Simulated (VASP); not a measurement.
# V (P6_3/mmc) in VASP: further runs, part 2 of 2

VASP 6.6.1. The steps go on from the part before.

**4. Single point, PBE**

INCAR

```
SYSTEM = V
PREC = Accurate
ENCUT = 520
EDIFF = 1E-6
ISMEAR = 0
SIGMA = 0.1
LREAL = .FALSE.
LASPH = .TRUE.
NELM = 60
ALGO = Fast
ISIF = 2
LWAVE = .FALSE.
LCHARG = .TRUE.
GGA = PE
LELF = .TRUE.
LVHAR = .TRUE.
NBANDS = 34
```

KPOINTS

```
regular mesh
0
G
  18 18 5
  0 0 0
```

POSCAR

```
V
1.0
    2.6371003445      0.0000000000      0.0000000000
   -1.3185501723      2.2837958907      0.0000000000
    0.0000000000      0.0000000000      9.2004798656
V
4
Direct
    0.0000000000      0.0000000000      0.0000000000
    0.3333333333      0.6666666667      0.2500000000
    0.0000000000      0.0000000000      0.5000000000
    0.6666666667      0.3333333333      0.7500000000
```

Potentials or basis: VASP PAW PBE potentials, release 64 (V_sv).

On the command line:

```
> cat potpaw_PBE.64/V_sv/POTCAR > POTCAR
> mpirun -np 1 vasp_std > vasp.out
```

OUTCAR:

```text
SYSTEM = V
   PREC = Accurate
   ENCUT = 520
   EDIFF = 1E-6
   ISMEAR = 0
   LREAL = .FALSE.
   LASPH = .TRUE.
   NELM = 60
   ISIF = 2
   GGA = PE

 ion  position               nearest neighbor table
   1  0.000  0.000  0.000-   2 2.76   4 2.76   4 2.76   2 2.76   4 2.76   2 2.76
   2  0.333  0.667  0.250-   1 2.76   3 2.76   1 2.76   3 2.76   1 2.76   3 2.76
   3  0.000  0.000  0.500-   2 2.76   4 2.76   4 2.76   2 2.76   4 2.76   2 2.76
   4  0.667  0.333  0.750-   1 2.76   3 2.76   1 2.76   3 2.76   1 2.76   3 2.76

  LATTYP: Found a hexagonal cell.
 ALAT       =     2.6371003445
 C/A-ratio  =     3.4888622592

  Lattice vectors:

 A1 = (   2.6371003445,   0.0000000000,   0.0000000000)
 A2 = (  -1.3185501723,   2.2837958907,   0.0000000000)
 A3 = (   0.0000000000,   0.0000000000,   9.2004798656)

Analysis of symmetry for initial positions (statically):
=====================================================================
 Subroutine PRICEL returns:
 Original cell was already a primitive cell.

 Routine SETGRP: Setting up the symmetry group for a
 hexagonal supercell.

 Subroutine GETGRP returns: Found 24 space group operations
 (whereof 12 operations were pure point group operations)
 out of a pool of 24 trial point group operations.

The static configuration has the point symmetry D_3d.
 The point group associated with its full space group is D_6h.

Analysis of symmetry for dynamics (positions and initial velocities):
=====================================================================
 Subroutine PRICEL returns:
 Original cell was already a primitive cell.

 Routine SETGRP: Setting up the symmetry group for a
 hexagonal supercell.

 Subroutine GETGRP returns: Found 24 space group operations
 (whereof 12 operations were pure point group operations)
 out of a pool of 24 trial point group operations.

The dynamic configuration has the point symmetry D_3d.
 The point group associated with its full space group is D_6h.

 Subroutine INISYM returns: Found 24 space group operations
 (whereof 12 operations are pure point group operations),
 and found     1 'primitive' translations

----------------------------------------------------------------------------------------

                                     Primitive cell

  volume of cell :      55.4108

  direct lattice vectors                    reciprocal lattice vectors
     2.637100344  0.000000000  0.000000000     0.379204380  0.218933751  0.000000000
    -1.318550172  2.283795891  0.000000000     0.000000000  0.437867501  0.000000000
     0.000000000  0.000000000  9.200479866     0.000000000  0.000000000  0.108689983

  length of vectors
     2.637100344  2.637100345  9.200479866     0.437867501  0.437867501  0.108689983

  position of ions in fractional coordinates (direct lattice)
     0.000000000  0.000000000  0.000000000
     0.333333333  0.666666667  0.250000000
     0.000000000  0.000000000  0.500000000
     0.666666667  0.333333333  0.750000000

  ion indices of the primitive-cell ions
   primitive index   ion index
                 1           1
                 2           2
                 3           3
                 4           4

[... 26 lines left out ...]
 Following reciprocal coordinates:
            Coordinates               Weight
  0.000000  0.000000  0.000000      1.000000
  0.055556  0.000000  0.000000      6.000000
  0.111111  0.000000  0.000000      6.000000
  0.166667  0.000000  0.000000      6.000000
  0.222222  0.000000  0.000000      6.000000
  0.277778 -0.000000  0.000000      6.000000
[... 16 lines left out ...]
  0.333333  0.111111  0.000000     12.000000
  0.388889  0.111111  0.000000     12.000000
 [... further k-points ...]
   k-points           NKPTS =    111   k-points in BZ     NKDIM =    111   number of bands    NBANDS=     34
   number of dos      NEDOS =    301   number of ions     NIONS =      4
   total plane-waves  NPLWV =  28000
   dimension x,y,z NGX =    20 NGY =   20 NGZ =   70
   dimension x,y,z NGXF=    40 NGYF=   40 NGZF=  140
   ions per type =               4
   NGX,Y,Z   is equivalent  to a cutoff of  12.61, 12.61, 12.65 a.u.
   NGXF,Y,Z  is equivalent  to a cutoff of  25.22, 25.22, 25.30 a.u.
 SYSTEM =  V
   PREC   = accura    normal or accurate (medium, high low for compatibility)
   ISTART =      0    job   : 0-new  1-cont  2-samecut
   ICHARG =      2    charge: 1-file 2-atom 10-const
   ISPIN  =      1    spin polarized calculation?
   LNONCOLLINEAR =      F non collinear calculations
   LSORBIT =      F    spin-orbit coupling
   LASPH  =      T    aspherical Exc in radial PAW
   ENCUT  =  520.0 eV  38.22 Ry    6.18 a.u.   4.90  4.90 17.11*2*pi/ulx,y,z
   NELM   =     60;   NELMIN=  2; NELMDL= -5     # of ELM steps
   EDIFF  = 0.1E-05   stopping-criterion for ELM
   LREAL  =      F    real-space projection
   EDIFFG = 0.1E-04   stopping-criterion for IOM
   NSW    =      0    number of steps for IOM
   IBRION =     -1    ionic relax: 0-MD 1-quasi-New 2-CG
   NFREE  =      0    steps in history (QN), initial steepest desc. (CG)
   ISIF   =      2    stress and relaxation
   ISYM   =      2    0-nonsym 1-usesym 2-fastsym
   POTIM  = 0.5000    time-step for ionic-motion
   TEBEG  =    0.0;   TEEND  =   0.0 temperature during run
   PSTRESS=    0.0 pullay stress
   NELECT =      52.0000    total number of electrons
   NUPDOWN=      -1.0000    fix difference up-down
   EMIN   =  10.00;   EMAX   =-10.00  energy-range for DOS
   EFERMI =   0.00;   METHOD = LEGACY
   ISMEAR =     0;   SIGMA  =   0.10  broadening in eV -4-tet -1-fermi 0-gaus
   EFERMI_NEDOS =   21; number of points for ismear=-14 and -15
   IALGO  =     68    algorithm
   IMIX   =      4    mixing-type and parameters
     AMIX     =   0.40;   BMIX     =  1.00
     AMIX_MAG =   1.60;   BMIX_MAG =  1.00
  volume/ion in A,a.u.               =      13.85        93.48
  Fermi-wavevector in a.u.,A,eV,Ry     =   1.602794  3.028842 34.952683  2.568950
  Thomas-Fermi vector in A             =   2.699559
   LORBIT       =      0    0 simple, 1 ext, 2 COOP (PROOUT), +10 PAW based schemes
   GGA     = PE    functional components
   LHFCALC =     F    Hartree Fock is set to
   AEXX    =    0.0000 exact exchange contribution
   IVDW    =     0    specifies the selected vdW correction
   LEPSILON=     F    determine dielectric tensor
   LRPA    =     F    only Hartree local field effects (RPA)
 non-spin polarized calculation
 RMM-DIIS sequential band-by-band and
 Gauss-broadening in eV      SIGMA  =   0.10
  energy-cutoff  :      520.00
  volume of cell :       55.41
 maximum number of plane-waves:      1521
 NGX is ok and might be reduce to    20
   NGX =  9   NGY =  9   NGZ = 35

 number of electron      52.0000024 magnetization

 Free energy of the ion-electron system (eV)
  ---------------------------------------------------
  ext. energy  EPLUGINS =         0.00000000
  ---------------------------------------------------
  free energy    TOTEN  =       -35.04020884 eV

  energy without entropy =      -35.00806278  energy(sigma->0) =      -35.02413581

 E-fermi :   9.6943     XC(G=0): -12.7475

 val. band max:        9.6927618391   @ k =   0.1667   0.0000   0.4000
 cond. band min:       9.6954218483   @ k =   0.2222   0.2222   0.0000
 fundamental gap:      0.0026600091
 Fermi energy:         9.6942899514

 k-point     1 :       0.0000    0.0000    0.0000
  band No.  band energies     occupation
      1     -54.3706      2.00000
      2     -54.3315      2.00000
      3     -54.2693      2.00000
      4     -54.2295      2.00000
      5     -28.4808      2.00000
      6     -28.1466      2.00000
[... 877 lines left out ...]
     33      12.3918      0.00000
     34      12.6769      0.00000

 [... further k-points ...]

------------------------ aborting loop because EDIFF is reached ----------------------------------------

  FORCE on cell =-STRESS in cart. coord.  units (eV):
  Direction    XX          YY          ZZ          XY          YZ          ZX
  --------------------------------------------------------------------------------------
  -------------------------------------------------------------------------------------
  Total        0.0680771      0.0680771      0.0655255     -0.0000000      0.0000000      0.0000000
  in kB        1.9684164      1.9684164      1.8946382     -0.0000000      0.0000000      0.0000000
  external PRESSURE =       1.9438237 kB  Pullay stress =       0.0000000 kB

 VOLUME and BASIS-vectors are now :
 -----------------------------------------------------------------------------
  energy-cutoff  :      520.00
  volume of cell :       55.41
      direct lattice vectors                 reciprocal lattice vectors
     2.637100344  0.000000000  0.000000000     0.379204380  0.218933751  0.000000000
    -1.318550172  2.283795891  0.000000000     0.000000000  0.437867501  0.000000000
     0.000000000  0.000000000  9.200479866     0.000000000  0.000000000  0.108689983

 POSITION                                       TOTAL-FORCE (eV/Angst)
 -----------------------------------------------------------------------------------
      0.00000      0.00000      0.00000         0.000000      0.000000      0.000000
     -0.00000      1.52253      2.30012         0.000000      0.000000     -0.000000
      0.00000      0.00000      4.60024         0.000000      0.000000      0.000000
      1.31855      0.76127      6.90036        -0.000000      0.000000     -0.000000
 -----------------------------------------------------------------------------------
    total drift:                                0.000000     -0.000000      0.000000

  FREE ENERGIE OF THE ION-ELECTRON SYSTEM (eV)
  ---------------------------------------------------
  free  energy   TOTEN  =       -35.0402088363 eV

  energy  without entropy=      -35.0080627752  energy(sigma->0) =      -35.02413581
```

stdout:

```text
POSCAR found type information on POSCAR V
 POSCAR found :  1 types and       4 ions
 scaLAPACK will be used
 LDA part: xc-table for (Slater+PW92), standard interpolation
 POSCAR, INCAR and KPOINTS ok, starting setup
 FFT: planning ... GRIDC
 FFT: planning ... GRID_SOFT
 FFT: planning ... GRID
 WAVECAR not read
 entering main loop
```

Run time: 3 min. Hardware: 1 thread of Intel Xeon Platinum 8375C at 2.90GHz (Ice Lake), shared host; peak memory 0.27 GiB.

Results:

* Free energy: -35.0402 eV
* Pressure: 0.2 GPa
* Band gap on the k mesh: zero (bands 26 and 27 overlap by 0.96 eV)

**5. Summary**

```tsv
task	cell	k mesh	cutoff (eV)	gap on the mesh (eV)	pressure (GPa)
relaxation of cell and atoms	relaxed from a = 2.611, b = 2.611, c = 9.377 Å, angles 90.0, 90.0, 120.0°, 4 atoms, atomic positions A	18 × 18 × 5	600	none	0.0
single point	a = 2.611, b = 2.611, c = 4.689 Å, angles 90.0, 90.0, 120.0°, 2 atoms, atomic positions B	18 × 18 × 10	520	none	0.2
single point	a = 2.637, b = 2.637, c = 9.200 Å, angles 90.0, 90.0, 120.0°, 4 atoms, atomic positions A	18 × 18 × 5	520	none	0.2
```

Alike in all rows: level PBE; potentials or basis VASP PAW PBE potentials, release 64 (V_sv); no spin polarisation; smearing gaussian 0.1 eV.

Total energies depend on the potentials used, so only differences within one code and one set of settings carry meaning.
